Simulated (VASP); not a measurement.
Runs of VASP 6.6.1 on Ir. The structure is that of space group Fm-3m (No. 225), or close to it. The cells are those of the table. 

```csv
task,cell,smearing,gap on the mesh (eV),pressure (GPa)
single point,"a = 2.715 Å, angles 60.0°, 1 atom",methfessel-paxton 0.025 eV,none,9.4
electric field gradients,"a = 2.678 Å, angles 60.0°, 1 atom",fermi-dirac 0.05 eV,none,27.5
single point,"a = 2.659 Å, angles 60.0°, 1 atom",fermi-dirac 0.05 eV,none,38.2
single point,"a = 2.697 Å, angles 60.0°, 1 atom",fermi-dirac 0.05 eV,none,(a)
electric field gradients,"a = 2.733 Å, angles 60.0°, 1 atom",fermi-dirac 0.05 eV,none,2.0
electric field gradients,"a = 2.674, b = 2.674, c = 2.633 Å, angles 60.5, 60.5, 59.0°, 1 atom",fermi-dirac 0.05 eV,none,38.0
electric field gradients,"a = 2.724 Å, angles 60.0°, 1 atom",fermi-dirac 0.05 eV,none,(b)
```

Alike in all rows: level PBE; potentials or basis VASP PAW PBE potentials, release 64 (Ir); no spin polarisation; k mesh 15 × 15 × 15; cutoff (eV) 520.

Question: Fill in the values left out.

Answer: (a) 18.0; (b) 5.7.

Caveats: spin-orbit coupling is left out, which moves the levels of the heavy elements.

A k mesh can miss the band edges, and the runs leave out spin-orbit coupling on Ir.

A gap of «none» marks levels without a gap at the run's occupations.
